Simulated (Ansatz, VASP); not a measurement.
**InAs: VASP beside Ansatz**

```xyz
2
Lattice="0.0000 3.0180 3.0180 3.0180 0.0000 3.0180 3.0180 3.0180 0.0000" Properties=species:S:1:pos:R:3 pbc="T T T"
In    0.0000    0.0000    0.0000
As    4.5270    4.5270    4.5270
```

Alike in both runs: task relaxation of cell and atoms; functional r2SCAN; dispersion rVV10; k mesh 8 × 8 × 8; occupations fermi-dirac, width 0.05 eV; no spin polarisation.

```csv
,VASP,Ansatz
version,VASP 6.6.1,Ansatz 0.2.0
potentials or method,"VASP PAW PBE potentials, release 64 (In_d, As)",Ansatz PAW
plane-wave cutoff (eV),600,500
valence electrons in the cell,18,28
```

```csv
,VASP,Ansatz,Ansatz less VASP
relaxed volume (Å³/atom),28.20,28.14,-0.058
relaxed cell length with the largest relative difference (Å),4.305,4.302,-0.0029
```

VASP's potentials were made for PBE, not for r2SCAN. VASP's potentials hold 18 valence electrons a cell and Ansatz's 28, so a difference there can come from the potentials and not from the codes.

Noted on Ansatz's run: the plane-wave basis is chosen anew once the cell has moved, so the energies of steps on either side of that aren't comparable.
